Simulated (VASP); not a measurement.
# Ga4P4H (a cell with a defect) in VASP: further runs, part 3 of 3

VASP 6.6.1.

## 6. Relaxation of the atoms, PBE (with an interstitial atom)

INCAR reads:

```
ALGO     = Normal         # electronic algorithm
EDIFF    = 1E-7           # SCF threshold, eV
EDIFFG   = -0.025         # ionic threshold
ENCUT    = 520            # plane-wave cutoff, eV
GGA      = PE             # functional
IBRION   = 2              # ionic algorithm
ISIF     = 2              # what is computed and relaxed
ISMEAR   = 0              # smearing method
LASPH    = T              # aspherical terms in the spheres
LCHARG   = F              # write CHGCAR
LREAL    = F              # projectors in reciprocal space
LWAVE    = F              # write WAVECAR
NELECT   = 74.0         
NELM     = 100            # most SCF steps
NSW      = 65             # ionic steps
PREC     = Accurate       # precision mode
SIGMA    = 0.01           # smearing width, eV
```

KPOINTS reads:

```
k-points
0
Gamma
  3 3 3
```

POSCAR reads:

```
Ga4P4H
1.0
    0.0000000000     -5.5051169748      0.0000000000
    0.0000000000      0.0000000000      5.5051169748
   -5.5051169748      0.0000000000      0.0000000000
Ga P H
4 4 1
Direct
    0.0000000000      0.5000000000      0.5000000000
    0.5000000000      0.5000000000      1.0000000000
    0.0000000000      0.0000000000      0.0000000000
    0.5000000000      0.0000000000      0.5000000000
    0.2519370447      0.2519370447      0.2519370447
    0.7480629553      0.2519370447      0.7480629553
    0.2519370447      0.7480629553      0.7480629553
    0.7480629553      0.7480629553      0.2519370447
    0.5000000000      0.5000000000      0.5000000000
```

Potentials or basis: VASP PAW PBE potentials, release 64 (Ga_d, P, H).

Run with:

```
cat potpaw_PBE.64/Ga_d/POTCAR potpaw_PBE.64/P/POTCAR potpaw_PBE.64/H/POTCAR > POTCAR
mpirun -np 1 vasp_std > vasp.out
```

OUTCAR:

```text
EDIFF = 1E-7
   EDIFFG = -0.025
   ENCUT = 520
   GGA = PE
   IBRION = 2
   ISIF = 2
   ISMEAR = 0
   LASPH = T
   LREAL = F
   NELECT = 74.0
   NELM = 100
   NSW = 65
   PREC = Accurate

 ion  position               nearest neighbor table
   1  0.000  0.500  0.500-   5 2.38   6 2.38   7 2.38   8 2.38
   2  0.500  0.500  0.000-   5 2.38   6 2.38   7 2.38   8 2.38
   3  0.000  0.000  0.000-   5 2.40   6 2.40   7 2.40   8 2.40
   4  0.500  0.000  0.500-   5 2.38   6 2.38   7 2.38   8 2.38
   5  0.252  0.252  0.252-   1 2.38   2 2.38   4 2.38   3 2.40
   6  0.748  0.252  0.748-   1 2.38   2 2.38   4 2.38   3 2.40
   7  0.252  0.748  0.748-   1 2.38   2 2.38   4 2.38   3 2.40
   8  0.748  0.748  0.252-   1 2.38   2 2.38   4 2.38   3 2.40
   9  0.500  0.500  0.500-

  LATTYP: Found a simple cubic cell.
 ALAT       =     5.5051169748

  Lattice vectors:

 A1 = (   0.0000000000,  -5.5051169748,   0.0000000000)
 A2 = (   0.0000000000,   0.0000000000,   5.5051169748)
 A3 = (  -5.5051169748,   0.0000000000,   0.0000000000)

Analysis of symmetry for initial positions (statically):
=====================================================================
 Subroutine PRICEL returns:
 Original cell was already a primitive cell.

 Routine SETGRP: Setting up the symmetry group for a
 simple cubic supercell.

 Subroutine GETGRP returns: Found 24 space group operations
 (whereof 24 operations were pure point group operations)
 out of a pool of 48 trial point group operations.

The static configuration has the point symmetry T_d .

Analysis of symmetry for dynamics (positions and initial velocities):
=====================================================================
 Subroutine PRICEL returns:
 Original cell was already a primitive cell.

 Routine SETGRP: Setting up the symmetry group for a
 simple cubic supercell.

 Subroutine GETGRP returns: Found 24 space group operations
 (whereof 24 operations were pure point group operations)
 out of a pool of 48 trial point group operations.

The dynamic configuration has the point symmetry T_d .

 Subroutine INISYM returns: Found 24 space group operations
 (whereof 24 operations are pure point group operations),
 and found     1 'primitive' translations

----------------------------------------------------------------------------------------

                                     Primitive cell

  volume of cell :     166.8398

  direct lattice vectors                    reciprocal lattice vectors
     0.000000000 -5.505116975  0.000000000     0.000000000 -0.181649183  0.000000000
     0.000000000  0.000000000  5.505116975     0.000000000  0.000000000  0.181649183
    -5.505116975  0.000000000  0.000000000    -0.181649183  0.000000000  0.000000000

  length of vectors
     5.505116975  5.505116975  5.505116975     0.181649183  0.181649183  0.181649183

  position of ions in fractional coordinates (direct lattice)
     0.000000000  0.500000000  0.500000000
     0.500000000  0.500000000  0.000000000
     0.000000000  0.000000000  0.000000000
     0.500000000  0.000000000  0.500000000
     0.251937045  0.251937045  0.251937045
     0.748062955  0.251937045  0.748062955
     0.251937045  0.748062955  0.748062955
     0.748062955  0.748062955  0.251937045
     0.500000000  0.500000000  0.500000000

  ion indices of the primitive-cell ions
   primitive index   ion index
                 1           1
                 2           2
                 3           3
                 4           4
                 5           5
                 6           6
                 7           7
                 8           8
                 9           9

----------------------------------------------------------------------------------------

 KPOINTS: k-points

Automatic generation of k-mesh.
 Grid dimensions read from file:
 generate k-points for:    3    3    3

 Generating k-lattice:

  Cartesian coordinates                     Fractional coordinates (reciprocal lattice)
     0.000000000 -0.060549728  0.000000000     0.333333333  0.000000000  0.000000000
     0.000000000  0.000000000  0.060549728     0.000000000  0.333333333  0.000000000
    -0.060549728  0.000000000  0.000000000     0.000000000  0.000000000  0.333333333

  Length of vectors
     0.060549728  0.060549728  0.060549728

  Shift w.r.t. Gamma in fractional coordinates (k-lattice)
     0.000000000  0.000000000  0.000000000

 Subroutine IBZKPT returns following result:
 ===========================================

 Found      4 irreducible k-points:

 Following reciprocal coordinates:
            Coordinates               Weight
  0.000000  0.000000  0.000000      1.000000
  0.333333  0.000000  0.000000      6.000000
  0.333333  0.333333  0.000000     12.000000
  0.333333  0.333333  0.333333      8.000000
   k-points           NKPTS =      4   k-points in BZ     NKDIM =      4   number of bands    NBANDS=     44
   number of dos      NEDOS =    301   number of ions     NIONS =      9
   total plane-waves  NPLWV =  74088
   dimension x,y,z NGX =    42 NGY =   42 NGZ =   42
   dimension x,y,z NGXF=    84 NGYF=   84 NGZF=   84
   ions per type =               4   4   1
   NGX,Y,Z   is equivalent  to a cutoff of  12.68, 12.68, 12.68 a.u.
   NGXF,Y,Z  is equivalent  to a cutoff of  25.37, 25.37, 25.37 a.u.
 SYSTEM =  unknown system
   PREC   = accura    normal or accurate (medium, high low for compatibility)
   ISTART =      0    job   : 0-new  1-cont  2-samecut
   ICHARG =      2    charge: 1-file 2-atom 10-const
   ISPIN  =      1    spin polarized calculation?
   LNONCOLLINEAR =      F non collinear calculations
   LSORBIT =      F    spin-orbit coupling
   LASPH  =      T    aspherical Exc in radial PAW
   ENCUT  =  520.0 eV  38.22 Ry    6.18 a.u.  10.24 10.24 10.24*2*pi/ulx,y,z
   NELM   =    100;   NELMIN=  2; NELMDL= -5     # of ELM steps
   EDIFF  = 0.1E-06   stopping-criterion for ELM
   LREAL  =      F    real-space projection
   EDIFFG = -.3E-01   stopping-criterion for IOM
   NSW    =     65    number of steps for IOM
   IBRION =      2    ionic relax: 0-MD 1-quasi-New 2-CG
   NFREE  =      1    steps in history (QN), initial steepest desc. (CG)
   ISIF   =      2    stress and relaxation
   ISYM   =      2    0-nonsym 1-usesym 2-fastsym
   POTIM  = 0.5000    time-step for ionic-motion
   TEBEG  =    0.0;   TEEND  =   0.0 temperature during run
   PSTRESS=    0.0 pullay stress
   NELECT =      74.0000    total number of electrons
   NUPDOWN=      -1.0000    fix difference up-down
   EMIN   =  10.00;   EMAX   =-10.00  energy-range for DOS
   EFERMI =   0.00;   METHOD = LEGACY
   ISMEAR =     0;   SIGMA  =   0.01  broadening in eV -4-tet -1-fermi 0-gaus
   EFERMI_NEDOS =   21; number of points for ismear=-14 and -15
   IALGO  =     38    algorithm
   IMIX   =      4    mixing-type and parameters
     AMIX     =   0.40;   BMIX     =  1.00
     AMIX_MAG =   1.60;   BMIX_MAG =  1.00
  volume/ion in A,a.u.               =      18.54       125.10
  Fermi-wavevector in a.u.,A,eV,Ry     =   1.248491  2.359306 21.207816  1.558731
  Thomas-Fermi vector in A             =   2.382575
   LORBIT       =      0    0 simple, 1 ext, 2 COOP (PROOUT), +10 PAW based schemes
   GGA     = PE    functional components
   LHFCALC =     F    Hartree Fock is set to
   AEXX    =    0.0000 exact exchange contribution
   IVDW    =     0    specifies the selected vdW correction
   LEPSILON=     F    determine dielectric tensor
   LRPA    =     F    only Hartree local field effects (RPA)
 conjugate gradient relaxation of ions
 non-spin polarized calculation
 Gauss-broadening in eV      SIGMA  =   0.01
  energy-cutoff  :      520.00
  volume of cell :      166.84
 maximum number of plane-waves:      4500
 NGX is ok and might be reduce to    42
   NGX = 21   NGY = 21   NGZ = 21

--------------------------------------- Ionic step        1  -------------------------------------------

 number of electron      73.9999962 magnetization

 Free energy of the ion-electron system (eV)
  ---------------------------------------------------
  ext. energy  EPLUGINS =         0.00000000
  ---------------------------------------------------
  free energy    TOTEN  =       -32.40402806 eV

  energy without entropy =      -32.40402806  energy(sigma->0) =      -32.40402806

------------------------ aborting loop because EDIFF is reached ----------------------------------------

  FORCE on cell =-STRESS in cart. coord.  units (eV):
  Direction    XX          YY          ZZ          XY          YZ          ZX
  --------------------------------------------------------------------------------------
  -------------------------------------------------------------------------------------
  Total       10.3975383     10.3975383     10.3975383     -0.0000000     -0.0000000      0.0000000
  in kB       99.8484794     99.8484794     99.8484794     -0.0000000     -0.0000000      0.0000000
  external PRESSURE =      99.8484794 kB  Pullay stress =       0.0000000 kB
[... 71 lines left out ...]
  energy  without entropy=      -32.4075681609  energy(sigma->0) =      -32.40756816

--------------------------------------- Ionic step        3  -------------------------------------------

 number of electron      73.9999957 magnetization

 Free energy of the ion-electron system (eV)
  ---------------------------------------------------
  ext. energy  EPLUGINS =         0.00000000
  ---------------------------------------------------
  free energy    TOTEN  =       -32.40930390 eV

  energy without entropy =      -32.40930390  energy(sigma->0) =      -32.40930390

 E-fermi :   5.6044     XC(G=0):  -9.9506

 val. band max:        5.5347312684   @ k =   0.3333   0.3333   0.0000
 cond. band min:       5.9233897121   @ k =   0.0000   0.0000   0.0000
 fundamental gap:      0.3886584438
 Fermi energy:         5.6044138939

 k-point     1 :       0.0000    0.0000    0.0000
  band No.  band energies     occupation
      1     -10.2270      2.00000
      2     -10.2270      2.00000
      3     -10.2270      2.00000
      4     -10.1242      2.00000
      5     -10.1242      2.00000
      6     -10.1242      2.00000
[... 213 lines left out ...]
  FREE ENERGIE OF THE ION-ELECTRON SYSTEM (eV)
  ---------------------------------------------------
  free  energy   TOTEN  =       -32.4093038986 eV

  energy  without entropy=      -32.4093038986  energy(sigma->0) =      -32.40930390

 reached required accuracy - stopping structural energy minimisation
```

Wall time 60 s (1 thread of Intel Xeon Platinum 8488C (Sapphire Rapids), shared host); peak memory 0.26 GiB.

Results:

- Free energy: -32.4093 eV
- Energy gained by relaxing: 0.6 meV/atom
- Ionic steps: 3

Step by step:
```
step  energy change (eV)  largest force (eV/Å)  pressure (GPa)
   1              0.0000                0.1529            9.98
   2             -0.0035                0.0872           10.01
   3             -0.0053                0.0016           10.03
```

Final structure:
```xyz
9
Lattice="0.0000 -5.5051 0.0000 0.0000 0.0000 5.5051 -5.5051 0.0000 0.0000" Properties=species:S:1:pos:R:3 pbc="T T T"
Ga   -2.7526    0.0000    2.7526
Ga    0.0000   -2.7526    2.7526
Ga    0.0000    0.0000    0.0000
Ga   -2.7526   -2.7526    0.0000
P    -1.3969   -1.3969    1.3969
P    -4.1083   -4.1083    1.3969
P    -4.1083   -1.3969    4.1083
P    -1.3969   -4.1083    4.1083
H    -2.7526   -2.7526    2.7526
```

Caveat: the cell carries a net charge on a neutralising background, which shifts energy and pressure; the cell differs from its parent crystal (with an interstitial atom); the cell is charged against a uniform background, so pressure and absolute levels hang on convention.
